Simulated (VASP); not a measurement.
Write the native input for VASP 6.6.1 that does the following.

```yaml
Task: single point
Functional: PBE
Potentials_or_basis: VASP PAW PBE potentials, release 64 (Lu, Pt)
Cutoff: 510 eV
k_mesh: 6 × 6 × 4
Occupations: gaussian, width 0.1 eV
Spin: no spin polarisation
Dipole_correction: no
Second_try: not_converged
Further_INCAR_settings: ALGO = All; EDIFF = 1e-06; NBANDS = 56
```

The structure of Lu3Pt2 lies in POSCAR:

```
Lu3Pt2
1.0
    4.7849215000      0.0000000000      0.0000000000
   -2.3924607000      4.1438636000      0.0000000000
    0.0000000000      0.0000000000      5.9113620000
Lu Pt
3 2
Direct
    0.0000000000      0.0000000000      0.0000000000
    0.3333333000      0.6666667000      0.6640250000
    0.6666667000      0.3333333000      0.3359750000
    0.3333333000      0.6666667000      0.1758190000
    0.6666667000      0.3333333000      0.8241810000
```

The cell was generated, and may not be a known phase.

The input as run:

INCAR

```
PREC = Accurate
ENCUT = 510
EDIFF = 1E-6
ISMEAR = 0
SIGMA = 0.1
LREAL = F
LASPH = T
NELM = 300
ALGO = All
ISIF = 2
LWAVE = F
LCHARG = F
GGA = PE
NBANDS = 56
GGA_COMPAT = F
ISEARCH = 1
KPAR = 4
```

KPOINTS

```
regular mesh
0
Gamma
  6 6 4
```

Potentials or basis: VASP PAW PBE potentials, release 64 (Lu, Pt).

The run is started by

```bash
$ cat potpaw_PBE.64/Lu/POTCAR potpaw_PBE.64/Pt/POTCAR > POTCAR
$ mpirun -np 4 vasp_std > vasp.out
```

Results of the run:

```yaml
Pressure: 0.3 GPa
Largest_force: 0.035 eV/Å
Band_gap_on_the_k_mesh: zero (an odd number of electrons rules out a gap without spin polarisation)
```

Caveat: spin-orbit coupling is left out, which moves the levels of the heavy elements.

Wall time 3.9 min on 4 MPI ranks on AMD EPYC 7R43 64-Core Processor (Zen 3), on a shared host, peak memory 0.41 GiB a rank.
